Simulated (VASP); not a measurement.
# LiNbO3 (R3c) in VASP: further runs

The runs below take LiNbO3 through single point, with PBE.

Everything below comes from runs of VASP 6.6.1. Logs are shortened: lines on timing, memory, paths and dates and some standing lists are left out, and cuts for length are marked.

## (1) The cell of the first run

Symmetry: R3c, No. 161, trigonal system. Conventional cell: a = 5.190 Å, b = 5.190 Å, c = 13.792 Å, α = 90.00°, β = 90.00°, γ = 120.00°. Within 2.8 Å of Li (site symmetry 3) lie 6 O at 2.08 to 2.25 Å. Within 2.5 Å of Nb (site symmetry 3) lie 6 O at 1.88 to 2.14 Å. O (site symmetry 1) has 2 Nb at 1.88 to 2.14 Å and 2 Li at 2.08 to 2.25 Å within 2.5 Å.

## (2) Single point, PBE (10.72 Å³/atom)

File INCAR:

```
PREC = Accurate
ENCUT = 520
EDIFF = 1E-7
ISMEAR = 0
SIGMA = 0.05
LREAL = F
LASPH = T
NELM = 80
ALGO = Normal
ISIF = 2
LWAVE = F
LCHARG = F
GGA = PE
NBANDS = 45
```

File KPOINTS:

```
Automatic mesh
0
Gamma
  6 6 6
```

File POSCAR:

```
LiNbO3
1.0
    2.5949118466      1.4981730532      4.5974918157
   -2.5949118466      1.4981730532      4.5974918157
    0.0000000000     -2.9963461063      4.5974918157
Li Nb O
2 2 6
Direct
    0.2815913687      0.2815913687      0.2815913687
    0.7815913687      0.7815913687      0.7815913687
    0.0004900497      0.0004900497      0.0004900497
    0.5004900497      0.5004900497      0.5004900497
    0.1104619503      0.3580262714      0.7211003599
    0.7211003599      0.1104619503      0.3580262714
    0.3580262714      0.7211003599      0.1104619503
    0.2211003599      0.8580262714      0.6104619503
    0.8580262714      0.6104619503      0.2211003599
    0.6104619503      0.2211003599      0.8580262714
```

Potentials or basis: VASP PAW PBE potentials, release 64 (Li_sv, Nb_sv, O).

Command:

```console
cat potpaw_PBE.64/Li_sv/POTCAR potpaw_PBE.64/Nb_sv/POTCAR potpaw_PBE.64/O/POTCAR > POTCAR
mpirun -np 1 vasp_std > vasp.out
```

OUTCAR:

```text
PREC = Accurate
   ENCUT = 520
   EDIFF = 1E-7
   ISMEAR = 0
   LREAL = F
   LASPH = T
   NELM = 80
   ISIF = 2
   GGA = PE

 ion  position               nearest neighbor table
   1  0.282  0.282  0.282-   9 2.08  10 2.08   8 2.08   5 2.25   6 2.25   7 2.25
   2  0.782  0.782  0.782-   5 2.08   6 2.08   7 2.08   9 2.25  10 2.25   8 2.25
   3  0.000  0.000  0.000-   7 1.88   6 1.88   5 1.88   8 2.14  10 2.14   9 2.14
   4  0.500  0.500  0.500-   8 1.88  10 1.88   9 1.88   7 2.14   6 2.14   5 2.14
   5  0.110  0.358  0.721-   3 1.88   2 2.08   4 2.14   1 2.25
   6  0.721  0.110  0.358-   3 1.88   2 2.08   4 2.14   1 2.25
   7  0.358  0.721  0.110-   3 1.88   2 2.08   4 2.14   1 2.25
   8  0.221  0.858  0.610-   4 1.88   1 2.08   3 2.14   2 2.25
   9  0.858  0.610  0.221-   4 1.88   1 2.08   3 2.14   2 2.25
  10  0.610  0.221  0.858-   4 1.88   1 2.08   3 2.14   2 2.25

  LATTYP: Found a trigonal (rhomboedric) cell.
 ALAT       =     5.4877154613
 COS(alpha) =     0.5528100415

  Lattice vectors:

 A1 = (   2.5949118466,   1.4981730532,   4.5974918157)
 A2 = (  -2.5949118466,   1.4981730532,   4.5974918157)
 A3 = (   0.0000000000,  -2.9963461063,   4.5974918157)

Analysis of symmetry for initial positions (statically):
=====================================================================
 Subroutine PRICEL returns:
 Original cell was already a primitive cell.

 Routine SETGRP: Setting up the symmetry group for a
 trigonal (rhombohedral) supercell.

 Subroutine GETGRP returns: Found  6 space group operations
 (whereof  3 operations were pure point group operations)
 out of a pool of 12 trial point group operations.

The static configuration has the point symmetry C_3 .
 The point group associated with its full space group is C_3v.

Analysis of symmetry for dynamics (positions and initial velocities):
=====================================================================
 Subroutine PRICEL returns:
 Original cell was already a primitive cell.

 Routine SETGRP: Setting up the symmetry group for a
 trigonal (rhombohedral) supercell.

 Subroutine GETGRP returns: Found  6 space group operations
 (whereof  3 operations were pure point group operations)
 out of a pool of 12 trial point group operations.

The dynamic configuration has the point symmetry C_3 .
 The point group associated with its full space group is C_3v.

 Subroutine INISYM returns: Found  6 space group operations
 (whereof  3 operations are pure point group operations),
 and found     1 'primitive' translations

----------------------------------------------------------------------------------------

                                     Primitive cell

  volume of cell :     107.2400

  direct lattice vectors                    reciprocal lattice vectors
     2.594911847  1.498173053  4.597491816     0.192684773  0.111246606  0.072503301
    -2.594911847  1.498173053  4.597491816    -0.192684773  0.111246606  0.072503301
     0.000000000 -2.996346106  4.597491816     0.000000000 -0.222493211  0.072503301

  length of vectors
     5.487715461  5.487715461  5.487715461     0.234008456  0.234008456  0.234008456

  position of ions in fractional coordinates (direct lattice)
     0.281591369  0.281591369  0.281591369
     0.781591369  0.781591369  0.781591369
     0.000490050  0.000490050  0.000490050
     0.500490050  0.500490050  0.500490050
     0.110461950  0.358026271  0.721100360
     0.721100360  0.110461950  0.358026271
     0.358026271  0.721100360  0.110461950
     0.221100360  0.858026271  0.610461950
     0.858026271  0.610461950  0.221100360
     0.610461950  0.221100360  0.858026271

  ion indices of the primitive-cell ions
   primitive index   ion index
                 1           1
                 2           2
                 3           3
                 4           4
                 5           5
                 6           6
                 7           7
                 8           8
                 9           9
                10          10

----------------------------------------------------------------------------------------

 KPOINTS: Automatic mesh

Automatic generation of k-mesh.
 Grid dimensions read from file:
 generate k-points for:    6    6    6

 Generating k-lattice:

  Cartesian coordinates                     Fractional coordinates (reciprocal lattice)
     0.032114129  0.018541101  0.012083884     0.166666667 -0.000000000 -0.000000000
    -0.032114129  0.018541101  0.012083884    -0.000000000  0.166666667 -0.000000000
     0.000000000 -0.037082202  0.012083884     0.000000000  0.000000000  0.166666667

  Length of vectors
     0.039001409  0.039001409  0.039001409

  Shift w.r.t. Gamma in fractional coordinates (k-lattice)
     0.000000000  0.000000000  0.000000000

 Subroutine IBZKPT returns following result:
 ===========================================

 Found     32 irreducible k-points:

 Following reciprocal coordinates:
            Coordinates               Weight
  0.000000  0.000000  0.000000      1.000000
  0.166667  0.000000  0.000000      6.000000
  0.333333 -0.000000 -0.000000      6.000000
  0.500000  0.000000  0.000000      3.000000
  0.166667  0.166667  0.000000      6.000000
  0.333333  0.166667  0.000000     12.000000
[... 16 lines left out ...]
  0.500000  0.500000  0.166667      6.000000
 -0.333333  0.500000  0.166667     12.000000
 [... further k-points ...]
   k-points           NKPTS =     32   k-points in BZ     NKDIM =     32   number of bands    NBANDS=     45
   number of dos      NEDOS =    301   number of ions     NIONS =     10
   total plane-waves  NPLWV =  74088
   dimension x,y,z NGX =    42 NGY =   42 NGZ =   42
   dimension x,y,z NGXF=    84 NGYF=   84 NGZF=   84
   ions per type =               2   2   6
   NGX,Y,Z   is equivalent  to a cutoff of  12.72, 12.72, 12.72 a.u.
   NGXF,Y,Z  is equivalent  to a cutoff of  25.45, 25.45, 25.45 a.u.
 SYSTEM =  unknown system
   PREC   = accura    normal or accurate (medium, high low for compatibility)
   ISTART =      0    job   : 0-new  1-cont  2-samecut
   ICHARG =      2    charge: 1-file 2-atom 10-const
   ISPIN  =      1    spin polarized calculation?
   LNONCOLLINEAR =      F non collinear calculations
   LSORBIT =      F    spin-orbit coupling
   LASPH  =      T    aspherical Exc in radial PAW
   ENCUT  =  520.0 eV  38.22 Ry    6.18 a.u.  10.20 10.20 10.20*2*pi/ulx,y,z
   NELM   =     80;   NELMIN=  2; NELMDL= -5     # of ELM steps
   EDIFF  = 0.1E-06   stopping-criterion for ELM
   LREAL  =      F    real-space projection
   EDIFFG = 0.1E-05   stopping-criterion for IOM
   NSW    =      0    number of steps for IOM
   IBRION =     -1    ionic relax: 0-MD 1-quasi-New 2-CG
   NFREE  =      0    steps in history (QN), initial steepest desc. (CG)
   ISIF   =      2    stress and relaxation
   ISYM   =      2    0-nonsym 1-usesym 2-fastsym
   POTIM  = 0.5000    time-step for ionic-motion
   TEBEG  =    0.0;   TEEND  =   0.0 temperature during run
   PSTRESS=    0.0 pullay stress
   NELECT =      68.0000    total number of electrons
   NUPDOWN=      -1.0000    fix difference up-down
   EMIN   =  10.00;   EMAX   =-10.00  energy-range for DOS
   EFERMI =   0.00;   METHOD = LEGACY
   ISMEAR =     0;   SIGMA  =   0.05  broadening in eV -4-tet -1-fermi 0-gaus
   EFERMI_NEDOS =   21; number of points for ismear=-14 and -15
   IALGO  =     38    algorithm
   IMIX   =      4    mixing-type and parameters
     AMIX     =   0.40;   BMIX     =  1.00
     AMIX_MAG =   1.60;   BMIX_MAG =  1.00
  volume/ion in A,a.u.               =      10.72        72.37
  Fermi-wavevector in a.u.,A,eV,Ry     =   1.406454  2.657813 26.913859  1.978113
  Thomas-Fermi vector in A             =   2.528813
   LORBIT       =      0    0 simple, 1 ext, 2 COOP (PROOUT), +10 PAW based schemes
   GGA     = PE    functional components
   LHFCALC =     F    Hartree Fock is set to
   AEXX    =    0.0000 exact exchange contribution
   IVDW    =     0    specifies the selected vdW correction
   LEPSILON=     F    determine dielectric tensor
   LRPA    =     F    only Hartree local field effects (RPA)
 non-spin polarized calculation
 Gauss-broadening in eV      SIGMA  =   0.05
  energy-cutoff  :      520.00
  volume of cell :      107.24
 maximum number of plane-waves:      2928
 NGX is ok and might be reduce to    42
   NGX = 21   NGY = 21   NGZ = 21

 number of electron      68.0000008 magnetization

 Free energy of the ion-electron system (eV)
  ---------------------------------------------------
  ext. energy  EPLUGINS =         0.00000000
  ---------------------------------------------------
  free energy    TOTEN  =       -80.01891181 eV

  energy without entropy =      -80.01891181  energy(sigma->0) =      -80.01891181

 E-fermi :   3.8548     XC(G=0): -10.7496

 val. band max:        3.4592251810   @ k =   0.1667   0.1667   0.1667
 cond. band min:       7.0799318273   @ k =   0.5000   0.3333  -0.0000
 fundamental gap:      3.6207066463
 Fermi energy:         3.8547974483

 k-point     1 :       0.0000    0.0000    0.0000
  band No.  band energies     occupation
      1     -50.7033      2.00000
      2     -50.6886      2.00000
      3     -39.1770      2.00000
      4     -39.1747      2.00000
      5     -27.0039      2.00000
      6     -27.0039      2.00000
[... 37 lines left out ...]
     44      13.3613      0.00000
     45      13.6576      0.00000

 k-point     2 :       0.1667    0.0000    0.0000
  band No.  band energies     occupation
      1     -50.7023      2.00000
      2     -50.6896      2.00000
      3     -39.1769      2.00000
      4     -39.1748      2.00000
      5     -26.9953      2.00000
      6     -26.9940      2.00000
[... 1048 lines left out ...]
 k-point    24 :      -0.3333    0.5000    0.1667
  band No.  band energies     occupation
      1     -50.6971      2.00000
      2     -50.6947      2.00000
      3     -39.1762      2.00000
      4     -39.1757      2.00000
      5     -27.0051      2.00000
      6     -27.0035      2.00000
[... 37 lines left out ...]
     44      12.9617      0.00000
     45      13.8529      0.00000

 [... further k-points ...]

------------------------ aborting loop because EDIFF is reached ----------------------------------------

  FORCE on cell =-STRESS in cart. coord.  units (eV):
  Direction    XX          YY          ZZ          XY          YZ          ZX
  --------------------------------------------------------------------------------------
  -------------------------------------------------------------------------------------
  Total        1.3020932      1.3020932      2.7241899      0.0000000      0.0000000      0.0000000
  in kB       19.4534151     19.4534151     40.6996948      0.0000000      0.0000000      0.0000000
  external PRESSURE =      26.5355083 kB  Pullay stress =       0.0000000 kB

 VOLUME and BASIS-vectors are now :
 -----------------------------------------------------------------------------
  energy-cutoff  :      520.00
  volume of cell :      107.24
      direct lattice vectors                 reciprocal lattice vectors
     2.594911847  1.498173053  4.597491816     0.192684773  0.111246606  0.072503301
    -2.594911847  1.498173053  4.597491816    -0.192684773  0.111246606  0.072503301
     0.000000000 -2.996346106  4.597491816     0.000000000 -0.222493211  0.072503301

 POSITION                                       TOTAL-FORCE (eV/Angst)
 -----------------------------------------------------------------------------------
      0.00000      0.00000      3.88384        -0.000000     -0.000000     -0.019440
      0.00000      0.00000     10.78008        -0.000000     -0.000000     -0.019440
      0.00000      0.00000      0.00676        -0.000000     -0.000000     -0.163349
      0.00000      0.00000      6.90300        -0.000000     -0.000000     -0.163349
     -0.64241     -1.45879      5.46912        -0.081197      0.137896      0.060930
      1.58455      0.17305      5.46912        -0.078823     -0.139267      0.060930
     -0.94215      1.28574      5.46912         0.160020      0.001371      0.060930
     -1.65277     -0.21244      7.76787        -0.160020      0.001371      0.060930
      0.64241      1.53756      7.76787         0.081197      0.137896      0.060930
      1.01036     -1.32512      7.76787         0.078823     -0.139267      0.060930
 -----------------------------------------------------------------------------------
    total drift:                                0.000000     -0.000001      0.000116

  FREE ENERGIE OF THE ION-ELECTRON SYSTEM (eV)
  ---------------------------------------------------
  free  energy   TOTEN  =       -80.0189118134 eV

  energy  without entropy=      -80.0189118134  energy(sigma->0) =      -80.01891181
```

It took 5 min on 1 thread of Intel Xeon Platinum 8488C (Sapphire Rapids), shared host; peak memory 0.32 GiB.

Results:

```
Free energy            : -80.0189 eV
Largest force          : 0.171 eV/Å
Band gap on the k mesh : 3.62 eV (least direct gap 3.66 eV)
```

Forces on the atoms (eV/Å):
```
Li   0.000  0.000 -0.019
Li   0.000  0.000 -0.019
Nb   0.000  0.000 -0.163
Nb   0.000  0.000 -0.163
O   -0.081  0.138  0.061
O   -0.079 -0.139  0.061
O    0.160  0.001  0.061
O   -0.160  0.001  0.061
O    0.081  0.138  0.061
O    0.079 -0.139  0.061
```

Caveat: the cutoff is under 1.25 times the usual one of these potentials, so pressure, stress and relaxed cells hold a basis-set (Pulay) error.

(Part 1 of 3 ends here.)
